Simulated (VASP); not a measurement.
# BaBi2Ir2 (I4/mmm) in VASP: single point with PBE

Aim: the single point of BaBi2Ir2 with PBE.

All numbers are computed with VASP 6.6.1; they aren't measurements. Logs are shortened: lines on timing, memory, paths and dates and some standing lists are left out, and cuts for length are marked.

## 1. The cell of the first run

Symmetry: I4/mmm, No. 139, tetragonal system. The conventional cell has a = 4.691 Å, b = 4.691 Å, c = 13.598 Å, α = 90.00°, β = 90.00°, γ = 90.00°. Within 3.8 Å of Ir (site symmetry -4m2) lie 4 Bi at 2.90 Å and 4 Ir at 3.32 Å. Within 3.8 Å of Bi (site symmetry 4mm) lie 4 Ir at 2.90 Å and 1 Bi at 3.40 Å and 4 Ba at 3.73 Å. Ba (site symmetry 4/mmm) has 8 Bi at 3.73 Å and 8 Ir at 4.13 Å and 4 Ba at 4.69 Å within 4.9 Å.

## 2. Single point, PBE

INCAR reads:

```
  PREC = Accurate
  ENCUT = 500
  EDIFF = 1E-6
  ISMEAR = -1
  SIGMA = 0.1
  LREAL = F
  LASPH = T
  NELM = 120
  ALGO = Normal
  ISIF = 2
  LWAVE = F
  LCHARG = F
  GGA = PE
  NBANDS = 37
  GGA_COMPAT = F
```

KPOINTS reads:

```
regular mesh
0
Gamma
  8 8 8
```

POSCAR reads:

```
BaBi2Ir2
1.0
    0.0000000000      4.6908500000      0.0000000000
    4.6908500000      0.0000000000      0.0000000000
    2.3454250000      2.3454250000     -6.7990500000
Ir Bi Ba
2 2 1
Direct
    0.7500000000      0.2500000000      0.5000000000
    0.2500000000      0.7500000000      0.5000000000
    0.3750000000      0.3750000000      0.2500000000
    0.6250000000      0.6250000000      0.7500000000
    0.0000000000      0.0000000000      0.0000000000
```

Potentials or basis: VASP PAW PBE potentials, release 64 (Ir, Bi_d, Ba_sv).

On the command line:

```
$ cat potpaw_PBE.64/Ir/POTCAR potpaw_PBE.64/Bi_d/POTCAR potpaw_PBE.64/Ba_sv/POTCAR > POTCAR
$ mpirun -np 1 vasp_std > vasp.out
```

OUTCAR:

```text
PREC = Accurate
   ENCUT = 500
   EDIFF = 1E-6
   ISMEAR = -1
   LREAL = F
   LASPH = T
   NELM = 120
   ISIF = 2
   GGA = PE

 ion  position               nearest neighbor table
   1  0.750  0.250  0.500-   3 2.90   3 2.90   4 2.90   4 2.90   2 3.32   2 3.32   2 3.32   2 3.32

   2  0.250  0.750  0.500-   3 2.90   3 2.90   4 2.90   4 2.90   1 3.32   1 3.32   1 3.32   1 3.32

   3  0.375  0.375  0.250-   1 2.90   2 2.90   2 2.90   1 2.90   4 3.40   5 3.73   5 3.73   5 3.73
                             5 3.73
   4  0.625  0.625  0.750-   2 2.90   1 2.90   1 2.90   2 2.90   3 3.40   5 3.73   5 3.73   5 3.73
                             5 3.73
   5  0.000  0.000  0.000-   4 3.73   4 3.73   4 3.73   3 3.73   4 3.73   3 3.73   3 3.73   3 3.73

  LATTYP: Found a body centered tetragonal cell.
 ALAT       =     4.6908500000
 C/A-ratio  =     2.8988562840

  Lattice vectors:

 A1 = (  -2.3454250000,   2.3454250000,   6.7990500000)
 A2 = (   2.3454250000,  -2.3454250000,   6.7990500000)
 A3 = (   2.3454250000,   2.3454250000,  -6.7990500000)

Analysis of symmetry for initial positions (statically):
=====================================================================
 Subroutine PRICEL returns:
 Original cell was already a primitive cell.

 Routine SETGRP: Setting up the symmetry group for a
 body centered tetragonal supercell.

 Subroutine GETGRP returns: Found 16 space group operations
 (whereof 16 operations were pure point group operations)
 out of a pool of 16 trial point group operations.

The static configuration has the point symmetry D_4h.

Analysis of symmetry for dynamics (positions and initial velocities):
=====================================================================
 Subroutine PRICEL returns:
 Original cell was already a primitive cell.

 Routine SETGRP: Setting up the symmetry group for a
 body centered tetragonal supercell.

 Subroutine GETGRP returns: Found 16 space group operations
 (whereof 16 operations were pure point group operations)
 out of a pool of 16 trial point group operations.

The dynamic configuration has the point symmetry D_4h.

 Subroutine INISYM returns: Found 16 space group operations
 (whereof 16 operations are pure point group operations),
 and found     1 'primitive' translations

----------------------------------------------------------------------------------------

                                     Primitive cell

  volume of cell :     149.6068

  direct lattice vectors                    reciprocal lattice vectors
     0.000000000  4.690850000  0.000000000     0.000000000  0.213180980  0.073539686
     4.690850000  0.000000000  0.000000000     0.213180980  0.000000000  0.073539686
     2.345425000  2.345425000 -6.799050000     0.000000000  0.000000000 -0.147079371

  length of vectors
     4.690850000  4.690850000  7.564992912     0.225508793  0.225508793  0.147079371

  position of ions in fractional coordinates (direct lattice)
     0.750000000  0.250000000  0.500000000
     0.250000000  0.750000000  0.500000000
     0.375000000  0.375000000  0.250000000
     0.625000000  0.625000000  0.750000000
     0.000000000  0.000000000  0.000000000

  ion indices of the primitive-cell ions
   primitive index   ion index
                 1           1
                 2           2
                 3           3
                 4           4
                 5           5

----------------------------------------------------------------------------------------

 KPOINTS: regular mesh

Automatic generation of k-mesh.
 Grid dimensions read from file:
 generate k-points for:    8    8    8

 Generating k-lattice:

  Cartesian coordinates                     Fractional coordinates (reciprocal lattice)
     0.000000000  0.026647622  0.009192461     0.125000000  0.000000000 -0.000000000
     0.026647622  0.000000000  0.009192461     0.000000000  0.125000000 -0.000000000
     0.000000000  0.000000000 -0.018384921     0.000000000  0.000000000  0.125000000

  Length of vectors
     0.028188599  0.028188599  0.018384921

  Shift w.r.t. Gamma in fractional coordinates (k-lattice)
     0.000000000  0.000000000  0.000000000

 Subroutine IBZKPT returns following result:
 ===========================================

 Found     59 irreducible k-points:

 Following reciprocal coordinates:
            Coordinates               Weight
  0.000000  0.000000  0.000000      1.000000
  0.125000  0.000000 -0.000000      8.000000
  0.250000  0.000000 -0.000000      8.000000
  0.375000  0.000000 -0.000000      8.000000
  0.500000  0.000000 -0.000000      4.000000
  0.125000  0.125000 -0.000000      8.000000
[... 16 lines left out ...]
  0.250000  0.000000  0.125000      4.000000
  0.375000  0.000000  0.125000      8.000000
 [... further k-points ...]
   k-points           NKPTS =     59   k-points in BZ     NKDIM =     59   number of bands    NBANDS=     37
   number of dos      NEDOS =    301   number of ions     NIONS =      5
   total plane-waves  NPLWV =  72576
   dimension x,y,z NGX =    36 NGY =   36 NGZ =   56
   dimension x,y,z NGXF=    72 NGYF=   72 NGZF=  112
   ions per type =               2   2   1
   NGX,Y,Z   is equivalent  to a cutoff of  12.76, 12.76, 12.31 a.u.
   NGXF,Y,Z  is equivalent  to a cutoff of  25.52, 25.52, 24.61 a.u.
 SYSTEM =  unknown system
   PREC   = accura    normal or accurate (medium, high low for compatibility)
   ISTART =      0    job   : 0-new  1-cont  2-samecut
   ICHARG =      2    charge: 1-file 2-atom 10-const
   ISPIN  =      1    spin polarized calculation?
   LNONCOLLINEAR =      F non collinear calculations
   LSORBIT =      F    spin-orbit coupling
   LASPH  =      T    aspherical Exc in radial PAW
   ENCUT  =  500.0 eV  36.75 Ry    6.06 a.u.   8.55  8.55 13.79*2*pi/ulx,y,z
   NELM   =    120;   NELMIN=  2; NELMDL= -5     # of ELM steps
   EDIFF  = 0.1E-05   stopping-criterion for ELM
   LREAL  =      F    real-space projection
   EDIFFG = 0.1E-04   stopping-criterion for IOM
   NSW    =      0    number of steps for IOM
   IBRION =     -1    ionic relax: 0-MD 1-quasi-New 2-CG
   NFREE  =      0    steps in history (QN), initial steepest desc. (CG)
   ISIF   =      2    stress and relaxation
   ISYM   =      2    0-nonsym 1-usesym 2-fastsym
   POTIM  = 0.5000    time-step for ionic-motion
   TEBEG  =    0.0;   TEEND  =   0.0 temperature during run
   PSTRESS=    0.0 pullay stress
   NELECT =      58.0000    total number of electrons
   NUPDOWN=      -1.0000    fix difference up-down
   EMIN   =  10.00;   EMAX   =-10.00  energy-range for DOS
   EFERMI =   0.00;   METHOD = LEGACY
   ISMEAR =    -1;   SIGMA  =   0.10  broadening in eV -4-tet -1-fermi 0-gaus
   EFERMI_NEDOS =   21; number of points for ismear=-14 and -15
   IALGO  =     38    algorithm
   IMIX   =      4    mixing-type and parameters
     AMIX     =   0.40;   BMIX     =  1.00
     AMIX_MAG =   1.60;   BMIX_MAG =  1.00
  volume/ion in A,a.u.               =      29.92       201.92
  Fermi-wavevector in a.u.,A,eV,Ry     =   1.193714  2.255793 19.387673  1.424954
  Thomas-Fermi vector in A             =   2.329722
   LORBIT       =      0    0 simple, 1 ext, 2 COOP (PROOUT), +10 PAW based schemes
   GGA     = PE    functional components
   LHFCALC =     F    Hartree Fock is set to
   AEXX    =    0.0000 exact exchange contribution
   IVDW    =     0    specifies the selected vdW correction
   LEPSILON=     F    determine dielectric tensor
   LRPA    =     F    only Hartree local field effects (RPA)
 non-spin polarized calculation
  energy-cutoff  :      500.00
  volume of cell :      149.61
 maximum number of plane-waves:      3832
 NGX is ok and might be reduce to    36
   NGX = 17   NGY = 17   NGZ = 27

 number of electron      57.9999985 magnetization

 Free energy of the ion-electron system (eV)
  ---------------------------------------------------
  ext. energy  EPLUGINS =         0.00000000
  ---------------------------------------------------
  free energy    TOTEN  =       -27.17219607 eV

  energy without entropy =      -27.04047737  energy(sigma->0) =      -27.10633672

 E-fermi :   5.4536     XC(G=0): -10.0230

 val. band max:        5.4340737051   @ k =   0.3750   0.1250  -0.0000
 cond. band min:       5.4681543289   @ k =  -0.2500  -0.2500   0.2500
 fundamental gap:      0.0340806238
 Fermi energy:         5.4535931948

 k-point     1 :       0.0000    0.0000    0.0000
  band No.  band energies     occupation
      1     -23.0809      2.00000
      2     -17.3094      2.00000
      3     -17.2901      2.00000
      4     -17.2901      2.00000
      5     -17.2580      2.00000
      6     -17.2580      2.00000
[... 29 lines left out ...]
     36       8.5255      0.00000
     37       9.0950      0.00000

 k-point     2 :       0.1250    0.0000   -0.0000
  band No.  band energies     occupation
      1     -23.0796      2.00000
      2     -17.3091      2.00000
      3     -17.2904      2.00000
      4     -17.2901      2.00000
      5     -17.2585      2.00000
      6     -17.2579      2.00000
[... 29 lines left out ...]
     36       8.9934      0.00000
     37       9.0047      0.00000

 k-point     3 :       0.2500    0.0000   -0.0000
  band No.  band energies     occupation
      1     -23.0766      2.00000
      2     -17.3085      2.00000
      3     -17.2913      2.00000
      4     -17.2901      2.00000
      5     -17.2596      2.00000
      6     -17.2579      2.00000
[... 29 lines left out ...]
     36       8.9420      0.00000
     37       9.5921      0.00000

 k-point     4 :       0.3750    0.0000   -0.0000
  band No.  band energies     occupation
      1     -23.0737      2.00000
      2     -17.3078      2.00000
      3     -17.2921      2.00000
      4     -17.2901      2.00000
      5     -17.2606      2.00000
      6     -17.2578      2.00000
[... 29 lines left out ...]
     36       8.9063      0.00000
     37       9.1035      0.00000
[... 683 lines left out ...]
      1     -23.0808      2.00000
      2     -17.3094      2.00000
      3     -17.2902      2.00000
      4     -17.2902      2.00000
      5     -17.2579      2.00000
      6     -17.2579      2.00000
[... 29 lines left out ...]
     36       8.5207      0.00000
     37       9.2471      0.00000

 k-point    23 :       0.2500    0.0000    0.1250
  band No.  band energies     occupation
      1     -23.0766      2.00000
      2     -17.3085      2.00000
      3     -17.2912      2.00000
      4     -17.2900      2.00000
      5     -17.2596      2.00000
      6     -17.2579      2.00000
[... 29 lines left out ...]
     36       9.1696      0.00000
     37       9.4209      0.00000

 k-point    24 :       0.3750    0.0000    0.1250
  band No.  band energies     occupation
      1     -23.0737      2.00000
      2     -17.3078      2.00000
      3     -17.2920      2.00000
      4     -17.2901      2.00000
      5     -17.2607      2.00000
      6     -17.2578      2.00000
[... 29 lines left out ...]
     36       9.1448      0.00000
     37       9.1795      0.00000

 [... further k-points ...]

------------------------ aborting loop because EDIFF is reached ----------------------------------------

  FORCE on cell =-STRESS in cart. coord.  units (eV):
  Direction    XX          YY          ZZ          XY          YZ          ZX
  --------------------------------------------------------------------------------------
  -------------------------------------------------------------------------------------
  Total       -8.5155789     -8.5155789     -7.8210993      0.0000000      0.0000000     -0.0000000
  in kB      -91.1955052    -91.1955052    -83.7581462      0.0000000      0.0000000     -0.0000000
  external PRESSURE =     -88.7163856 kB  Pullay stress =       0.0000000 kB

 VOLUME and BASIS-vectors are now :
 -----------------------------------------------------------------------------
  energy-cutoff  :      500.00
  volume of cell :      149.61
      direct lattice vectors                 reciprocal lattice vectors
     0.000000000  4.690850000  0.000000000     0.000000000  0.213180980  0.073539686
     4.690850000  0.000000000  0.000000000     0.213180980  0.000000000  0.073539686
     2.345425000  2.345425000 -6.799050000     0.000000000  0.000000000 -0.147079371

 POSITION                                       TOTAL-FORCE (eV/Angst)
 -----------------------------------------------------------------------------------
      2.34543      4.69085     -3.39953         0.000000     -0.000000     -0.000000
      4.69085      2.34543     -3.39953         0.000000      0.000000      0.000000
      2.34543      2.34543     -1.69976         0.000000      0.000000     -2.241160
      4.69085      4.69085     -5.09929        -0.000000     -0.000000      2.241160
      0.00000      0.00000      0.00000        -0.000000      0.000000      0.000000
 -----------------------------------------------------------------------------------
    total drift:                               -0.000000      0.000000      0.000000

  FREE ENERGIE OF THE ION-ELECTRON SYSTEM (eV)
  ---------------------------------------------------
  free  energy   TOTEN  =       -27.1721960655 eV

  energy  without entropy=      -27.0404773746  energy(sigma->0) =      -27.10633672
```

It took 3.7 min on 1 thread of Intel Xeon Platinum 8259CL at 2.50GHz (Skylake/Cascade Lake), shared host; peak memory 0.45 GiB.

What came out:

* Free energy: -27.1722 eV
* Pressure: -8.9 GPa
* Largest force: 2.241 eV/Å
* Band gap on the k mesh: zero (bands 29 and 30 overlap by 0.79 eV)

Forces on the atoms (eV/Å):
```
Ir   0.000  0.000  0.000
Ir   0.000  0.000  0.000
Bi   0.000  0.000 -2.241
Bi   0.000  0.000  2.241
Ba   0.000  0.000  0.000
```

Caveat: the cell stands under tension; spin-orbit coupling is left out, which moves the levels of the heavy elements; forces of over 1 eV/Å act on the atoms, so gaps and moduli don't describe the material at rest.

The gap in the log of VASP goes by the Fermi energy; the results here count the filled bands.